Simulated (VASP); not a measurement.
A run of VASP 6.6.1:

The input INCAR:

```
SYSTEM = Nb
ALGO = Normal
EDIFF = 1E-7
ENCUT = 520
GGA = PS
ISIF = 2
ISMEAR = -1
LASPH = .True.
LCHARG = .False.
LREAL = .False.
LWAVE = .False.
NBANDS = 20
NELM = 80
PREC = Accurate
SIGMA = 0.05
```

The input KPOINTS:

```
k-points
0
Gamma
  13 13 13
  0 0 0
```

Contents of POSCAR:

```
Nb
1.0
    0.0000000000      2.5940179892      2.5940179892
    2.5940179892      0.0000000000      2.5940179892
    2.5940179892      2.5940179892      0.0000000000
Nb
2
Direct
   -0.1250000000     -0.1250000000     -0.1250000000
    0.1250000000      0.1250000000      0.1250000000
```

Potentials or basis: VASP PAW PBE potentials, release 64 (Nb_sv).

Command:

```sh
$ cat potpaw_PBE.64/Nb_sv/POTCAR > POTCAR
$ mpirun -np 1 vasp_std > vasp.out
```

Hardware: 1 thread of Intel(R) Xeon(R) Platinum 8488C (Sapphire Rapids), with other jobs on the host.

Task: How long does it take, and how much memory?

Result: Wall time 69 s on 1 thread of Intel(R) Xeon(R) Platinum 8488C (Sapphire Rapids) (shared host), peak memory 0.18 GiB. Counts: scf iterations 13, k points 84.
